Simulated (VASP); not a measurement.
MgCd3Se4:

```
Mg Cd Se
1.0
     4.14906    0.00000    0.00000
     0.00000    4.14906    0.00000
     0.00000    0.00000   11.73531
Mg Cd Se
1 3 4
Direct
  0.00000 0.00000 0.00000
  0.50000 0.50000 0.25000
  0.00000 0.00000 0.50000
  0.50000 0.50000 0.75000
  0.00000 0.00000 0.25000
  0.50000 0.50000 0.50000
  0.00000 0.00000 0.75000
  0.50000 0.50000 0.00000
```

| Quantity | Value |
| --- | --- |
| Program | VASP 6.6.1 |
| Task | relaxation of cell and atoms |
| Functional | PBE |
| Potentials or basis | VASP PAW PBE potentials, release 64 (Mg, Cd, Se) |
| Cutoff | 600 eV |
| k mesh | 4 × 4 × 2 |
| Occupations | gaussian, width 0.1 eV |
| Spin | no spin polarisation |

At the start: pressure -4.2 GPa; volume 25.25 Å³/atom.

**Question.** How do energy, volume and symmetry change on relaxing?

**Answer.** Over 6 steps the energy falls by 32.4 meV/atom and the volume is 23.18 Å³/atom (-8.2 %); space group P4/mmm (No. 123, to 0.05 Å).

Step by step:
```
step  energy change (eV)  largest force (eV/Å)  pressure (GPa)  volume (Å³)
   1              0.0000                0.1812           -4.23       202.02
   2             -0.2399                0.2462            0.74       183.14
   3             -0.2442                0.2384            0.06       185.15
   4             -0.2504                0.1913            0.06       185.11
   5             -0.2586                0.0432            0.08       184.96
   6             -0.2595                0.0310           -0.09       185.45
```

Final structure:
```
CELL_PARAMETERS angstrom
4.05300 0.00000 0.00000
0.00000 4.05300 0.00000
0.00000 0.00000 11.28921
ATOMIC_POSITIONS crystal
Mg 0.00000 0.00000 0.00000
Cd 0.50000 0.50000 0.24922
Cd 0.00000 0.00000 0.50000
Cd 0.50000 0.50000 0.75078
Se 0.00000 0.00000 0.24494
Se 0.50000 0.50000 0.50000
Se 0.00000 0.00000 0.75506
Se 0.50000 0.50000 0.00000
```

Caveat: the k points lie up to 0.39 Å⁻¹ apart in the final cell.
